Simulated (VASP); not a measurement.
# Ho2O (P-3m1) in VASP: single point with PBE

Aim: the single point of Ho2O with PBE.

Everything below comes from runs of VASP 6.6.1. Logs are shortened: lines on timing, memory, paths and dates and some standing lists are left out, and cuts for length are marked.

**1. The cell of the first run**

It takes space group P-3m1 (No. 164, trigonal). The conventional cell has a = 3.499 Å, b = 3.499 Å, c = 5.633 Å, α = 90.00°, β = 90.00°, γ = 120.00°. Ho (site symmetry 3m) has 3 O at 2.42 Å within 3.2 Å. O (site symmetry -3m) has 6 Ho at 2.42 Å within 3.2 Å.

The cell was generated, and may not be a known phase.

**2. Single point, PBE**

INCAR reads:

```
SYSTEM = Ho2O
PREC     = Accurate       ! precision mode
ENCUT    = 600            ! plane-wave cutoff, eV
EDIFF    = 1E-6           ! SCF threshold, eV
ISMEAR   = 0              ! smearing method
SIGMA    = 0.2            ! smearing width, eV
LREAL    = .False.        ! projectors in reciprocal space
LASPH    = .True.         ! aspherical terms in the spheres
NELM     = 200            ! most SCF steps
ALGO     = Normal         ! electronic algorithm
ISIF     = 2              ! what is computed and relaxed
LWAVE    = .False.        ! write WAVECAR
LCHARG   = .False.        ! write CHGCAR
GGA      = PE             ! functional
NBANDS   = 19             ! bands
GGA_COMPAT= .False.      
LMAXMIX  = 6              ! l up to which the mixer works
```

KPOINTS reads:

```
Automatic mesh
0
Gamma
  5 5 5
  0 0 0
```

POSCAR reads:

```
Ho2O
1.0
    3.4988987383      0.0000000000      0.0000000000
   -1.7494493691      3.0301351926      0.0000000000
    0.0000000000      0.0000000000      5.6329176154
Ho O
2 1
Direct
    0.3333333333      0.6666666667      0.7636117467
    0.6666666667      0.3333333333      0.2363882533
    0.0000000000      0.0000000000      0.0000000000
```

Potentials or basis: VASP PAW PBE potentials, release 64 (Ho_3, O), 4f in core.

The run is started by

```
> cat potpaw_PBE.64/Ho_3/POTCAR potpaw_PBE.64/O/POTCAR > POTCAR
> mpirun -np 1 vasp_std > vasp.out
```

OUTCAR:

```text
SYSTEM = Ho2O
   PREC = Accurate
   ENCUT = 600
   EDIFF = 1E-6
   ISMEAR = 0
   LREAL = .False.
   LASPH = .True.
   NELM = 200
   ISIF = 2
   GGA = PE

 ion  position               nearest neighbor table
   1  0.333  0.667  0.764-   3 2.42   3 2.42   3 2.42   2 3.34   2 3.34   2 3.34   2 3.59   2 3.59
                             2 3.59
   2  0.667  0.333  0.236-   3 2.42   3 2.42   3 2.42   1 3.34   1 3.34   1 3.34   1 3.59   1 3.59
                             1 3.59
   3  0.000  0.000  0.000-   1 2.42   2 2.42   1 2.42   2 2.42   2 2.42   1 2.42

  LATTYP: Found a hexagonal cell.
 ALAT       =     3.4988987383
 C/A-ratio  =     1.6099115855

  Lattice vectors:

 A1 = (   3.4988987383,   0.0000000000,   0.0000000000)
 A2 = (  -1.7494493691,   3.0301351926,   0.0000000000)
 A3 = (   0.0000000000,   0.0000000000,   5.6329176154)

Analysis of symmetry for initial positions (statically):
=====================================================================
 Subroutine PRICEL returns:
 Original cell was already a primitive cell.

 Routine SETGRP: Setting up the symmetry group for a
 hexagonal supercell.

 Subroutine GETGRP returns: Found 12 space group operations
 (whereof 12 operations were pure point group operations)
 out of a pool of 24 trial point group operations.

The static configuration has the point symmetry D_3d.

Analysis of symmetry for dynamics (positions and initial velocities):
=====================================================================
 Subroutine PRICEL returns:
 Original cell was already a primitive cell.

 Routine SETGRP: Setting up the symmetry group for a
 hexagonal supercell.

 Subroutine GETGRP returns: Found 12 space group operations
 (whereof 12 operations were pure point group operations)
 out of a pool of 24 trial point group operations.

The dynamic configuration has the point symmetry D_3d.

 Subroutine INISYM returns: Found 12 space group operations
 (whereof 12 operations are pure point group operations),
 and found     1 'primitive' translations

----------------------------------------------------------------------------------------

                                     Primitive cell

  volume of cell :      59.7210

  direct lattice vectors                    reciprocal lattice vectors
     3.498898738  0.000000000  0.000000000     0.285804213  0.165009139  0.000000000
    -1.749449369  3.030135193  0.000000000     0.000000000  0.330018279  0.000000000
     0.000000000  0.000000000  5.632917615     0.000000000  0.000000000  0.177527894

  length of vectors
     3.498898738  3.498898738  5.632917615     0.330018279  0.330018279  0.177527894

  position of ions in fractional coordinates (direct lattice)
     0.333333333  0.666666667  0.763611747
     0.666666667  0.333333333  0.236388253
     0.000000000  0.000000000  0.000000000

  ion indices of the primitive-cell ions
   primitive index   ion index
                 1           1
                 2           2
                 3           3

----------------------------------------------------------------------------------------

 KPOINTS: Automatic mesh

Automatic generation of k-mesh.
 Grid dimensions read from file:
 generate k-points for:    5    5    5

 Generating k-lattice:

  Cartesian coordinates                     Fractional coordinates (reciprocal lattice)
     0.057160843  0.033001828  0.000000000     0.200000000 -0.000000000  0.000000000
     0.000000000  0.066003656  0.000000000     0.000000000  0.200000000  0.000000000
     0.000000000  0.000000000  0.035505579     0.000000000  0.000000000  0.200000000

  Length of vectors
     0.066003656  0.066003656  0.035505579

  Shift w.r.t. Gamma in fractional coordinates (k-lattice)
     0.000000000  0.000000000  0.000000000

 Subroutine IBZKPT returns following result:
 ===========================================

 Found     19 irreducible k-points:

 Following reciprocal coordinates:
            Coordinates               Weight
  0.000000  0.000000  0.000000      1.000000
  0.200000  0.000000  0.000000      6.000000
  0.400000 -0.000000  0.000000      6.000000
  0.200000  0.200000  0.000000      6.000000
  0.400000  0.200000  0.000000      6.000000
  0.000000  0.000000  0.200000      2.000000
[... 11 lines left out ...]
  0.200000  0.200000  0.400000     12.000000
  0.400000  0.200000  0.400000     12.000000
   k-points           NKPTS =     19   k-points in BZ     NKDIM =     19   number of bands    NBANDS=     19
   number of dos      NEDOS =    301   number of ions     NIONS =      3
   total plane-waves  NPLWV =  37632
   dimension x,y,z NGX =    28 NGY =   28 NGZ =   48
   dimension x,y,z NGXF=    56 NGYF=   56 NGZF=   96
   ions per type =               2   1
   NGX,Y,Z   is equivalent  to a cutoff of  13.30, 13.30, 14.17 a.u.
   NGXF,Y,Z  is equivalent  to a cutoff of  26.61, 26.61, 28.33 a.u.
 SYSTEM =  Ho2O
   PREC   = accura    normal or accurate (medium, high low for compatibility)
   ISTART =      0    job   : 0-new  1-cont  2-samecut
   ICHARG =      2    charge: 1-file 2-atom 10-const
   ISPIN  =      1    spin polarized calculation?
   LNONCOLLINEAR =      F non collinear calculations
   LSORBIT =      F    spin-orbit coupling
   LASPH  =      T    aspherical Exc in radial PAW
   ENCUT  =  600.0 eV  44.10 Ry    6.64 a.u.   6.99  6.99 11.25*2*pi/ulx,y,z
   NELM   =    200;   NELMIN=  2; NELMDL= -5     # of ELM steps
   EDIFF  = 0.1E-05   stopping-criterion for ELM
   LREAL  =      F    real-space projection
   EDIFFG = 0.1E-04   stopping-criterion for IOM
   NSW    =      0    number of steps for IOM
   IBRION =     -1    ionic relax: 0-MD 1-quasi-New 2-CG
   NFREE  =      0    steps in history (QN), initial steepest desc. (CG)
   ISIF   =      2    stress and relaxation
   ISYM   =      2    0-nonsym 1-usesym 2-fastsym
   POTIM  = 0.5000    time-step for ionic-motion
   TEBEG  =    0.0;   TEEND  =   0.0 temperature during run
   PSTRESS=    0.0 pullay stress
   NELECT =      24.0000    total number of electrons
   NUPDOWN=      -1.0000    fix difference up-down
   EMIN   =  10.00;   EMAX   =-10.00  energy-range for DOS
   EFERMI =   0.00;   METHOD = LEGACY
   ISMEAR =     0;   SIGMA  =   0.20  broadening in eV -4-tet -1-fermi 0-gaus
   EFERMI_NEDOS =   21; number of points for ismear=-14 and -15
   IALGO  =     38    algorithm
   IMIX   =      4    mixing-type and parameters
     AMIX     =   0.40;   BMIX     =  1.00
     AMIX_MAG =   1.60;   BMIX_MAG =  1.00
  volume/ion in A,a.u.               =      19.91       134.34
  Fermi-wavevector in a.u.,A,eV,Ry     =   1.208100  2.282978 19.857789  1.459506
  Thomas-Fermi vector in A             =   2.343718
   LORBIT       =      0    0 simple, 1 ext, 2 COOP (PROOUT), +10 PAW based schemes
   GGA     = PE    functional components
   LHFCALC =     F    Hartree Fock is set to
   AEXX    =    0.0000 exact exchange contribution
   IVDW    =     0    specifies the selected vdW correction
   LEPSILON=     F    determine dielectric tensor
   LRPA    =     F    only Hartree local field effects (RPA)
 non-spin polarized calculation
 Gauss-broadening in eV      SIGMA  =   0.20
  energy-cutoff  :      600.00
  volume of cell :       59.72
 maximum number of plane-waves:      2009
 NGX is ok and might be reduce to    28
   NGX = 13   NGY = 13   NGZ = 23

 number of electron      24.0000007 magnetization

 Free energy of the ion-electron system (eV)
  ---------------------------------------------------
  ext. energy  EPLUGINS =         0.00000000
  ---------------------------------------------------
  free energy    TOTEN  =       -19.42405783 eV

  energy without entropy =      -19.35927874  energy(sigma->0) =      -19.39166828

 E-fermi :   4.1530     XC(G=0): -10.6896

 val. band max:        4.1377252436   @ k =   0.4000   0.2000   0.4000
 cond. band min:       4.1689328493   @ k =   0.4000  -0.0000   0.2000
 fundamental gap:      0.0312076058
 Fermi energy:         4.1530059895

 k-point     1 :       0.0000    0.0000    0.0000
  band No.  band energies     occupation
      1     -20.4958      2.00000
      2     -19.5067      2.00000
      3     -19.5067      2.00000
      4     -19.4092      2.00000
      5     -19.4070      2.00000
      6     -19.4070      2.00000
[... 11 lines left out ...]
     18       7.5448      0.00000
     19       7.8056      0.00000

 k-point     2 :       0.2000    0.0000    0.0000
  band No.  band energies     occupation
      1     -20.3929      2.00000
      2     -19.7574      2.00000
      3     -19.6171      2.00000
      4     -19.5830      2.00000
      5     -19.4415      2.00000
      6     -19.4247      2.00000
[... 11 lines left out ...]
     18       8.1956      0.00000
     19       8.6119      0.00000

 k-point     3 :       0.4000   -0.0000    0.0000
  band No.  band energies     occupation
      1     -20.3750      2.00000
      2     -20.0102      2.00000
      3     -19.8245      2.00000
      4     -19.6892      2.00000
      5     -19.5476      2.00000
      6     -19.4682      2.00000
[... 11 lines left out ...]
     18       9.7816      0.00000
     19      10.3720      0.00000

 k-point     4 :       0.2000    0.2000    0.0000
  band No.  band energies     occupation
      1     -20.3136      2.00000
      2     -19.8966      2.00000
      3     -19.8950      2.00000
      4     -19.6369      2.00000
      5     -19.5572      2.00000
      6     -19.5015      2.00000
[... 297 lines left out ...]
     18       8.7369      0.00000
     19       9.9249      0.00000

 k-point    18 :       0.2000    0.2000    0.4000
  band No.  band energies     occupation
      1     -20.3390      2.00000
      2     -19.9873      2.00000
      3     -19.7708      2.00000
      4     -19.6315      2.00000
      5     -19.5667      2.00000
      6     -19.5017      2.00000
[... 11 lines left out ...]
     18       9.3191      0.00000
     19       9.6543      0.00000

 k-point    19 :       0.4000    0.2000    0.4000
  band No.  band energies     occupation
      1     -20.3546      2.00000
      2     -20.0837      2.00000
      3     -19.8939      2.00000
      4     -19.7275      2.00000
      5     -19.5556      2.00000
      6     -19.5184      2.00000
[... 11 lines left out ...]
     18       9.4018      0.00000
     19      10.6075      0.00000

------------------------ aborting loop because EDIFF is reached ----------------------------------------

  FORCE on cell =-STRESS in cart. coord.  units (eV):
  Direction    XX          YY          ZZ          XY          YZ          ZX
  --------------------------------------------------------------------------------------
  -------------------------------------------------------------------------------------
  Total        0.3687355      0.3687355      0.3322571      0.0000000      0.0000000      0.0000000
  in kB        9.8923336      9.8923336      8.9137011      0.0000000      0.0000000      0.0000000
  external PRESSURE =       9.5661228 kB  Pullay stress =       0.0000000 kB

 VOLUME and BASIS-vectors are now :
 -----------------------------------------------------------------------------
  energy-cutoff  :      600.00
  volume of cell :       59.72
      direct lattice vectors                 reciprocal lattice vectors
     3.498898738  0.000000000  0.000000000     0.285804213  0.165009139  0.000000000
    -1.749449369  3.030135193  0.000000000     0.000000000  0.330018279  0.000000000
     0.000000000  0.000000000  5.632917615     0.000000000  0.000000000  0.177527894

 POSITION                                       TOTAL-FORCE (eV/Angst)
 -----------------------------------------------------------------------------------
     -0.00000      2.02009      4.30136         0.000000     -0.000000     -0.061037
      1.74945      1.01005      1.33156        -0.000000      0.000000      0.061037
      0.00000      0.00000      0.00000        -0.000000      0.000000      0.000000
 -----------------------------------------------------------------------------------
    total drift:                               -0.000000      0.000000      0.000000

  FREE ENERGIE OF THE ION-ELECTRON SYSTEM (eV)
  ---------------------------------------------------
  free  energy   TOTEN  =       -19.4240578261 eV

  energy  without entropy=      -19.3592787376  energy(sigma->0) =      -19.39166828
```

It took 53 s on 1 thread of Intel Xeon 8259CL, shared host; peak memory 0.2 GiB.

What came out:

```yaml
Free_energy: -19.4241 eV
Pressure: 1.0 GPa
Largest_force: 0.061 eV/Å
Band_gap_on_the_k_mesh: zero (bands 12 and 13 overlap by 0.75 eV)
```

Forces in eV/Å, atoms in the order of the input:
```
Ho   0.000  0.000 -0.061
Ho   0.000  0.000  0.061
O    0.000  0.000  0.000
```

Caveat: the k points lie up to 0.41 Å⁻¹ apart, too coarse for converged energies and pressures of a metal; spin-orbit coupling is left out, which moves the levels of the heavy elements; the 4f electrons are frozen in the core, so they carry no moment and show no levels; the run has no spin polarisation, though such a crystal can be magnetic.

The gap in the log of VASP goes by the Fermi energy; the results here count the filled bands.